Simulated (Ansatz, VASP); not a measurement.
# Two plane-wave programs on MgB2

```
Mg B
1.0
     3.06276    0.00000    0.00000
    -1.53138    2.65243    0.00000
     0.00000    0.00000    3.52087
Mg B
1 2
Direct
  0.00000 0.00000 0.00000
  0.66667 0.33333 0.50000
  0.33333 0.66667 0.50000
```

Alike in both runs: task single point; functional PBEsol; k mesh 6 × 6 × 6; occupations gaussian, width 0.1 eV; no spin polarisation.

|  | VASP | Ansatz |
| --- | --- | --- |
| version | VASP 6.6.1 | Ansatz 0.2.0 |
| potentials or method | VASP PAW PBE potentials, release 64 (Mg, B), cutoff 600 eV | scalar-relativistic, plane waves, PAW |
| valence electrons in the cell | 8 | 16 |

|  | VASP | Ansatz | Ansatz less VASP |
| --- | --- | --- | --- |
| gap on the k mesh at the Fermi level (eV) | none | none | - |
| pressure (GPa) | -0.4 | -0.4 | -0.01 |
| traceless stress, the component that is largest in VASP (GPa) | -3.49 | -3.30 | +0.192 |

VASP's potentials were made for PBE, not for PBEsol, and Ansatz warns of the same on its side. A gap of «none» marks a metal or a gap that the smearing closes. VASP's potentials hold 8 valence electrons a cell and Ansatz's 16, so a difference there can come from the potentials and not from the codes.

The k mesh is coarse, so the values compare programs but aren't converged.
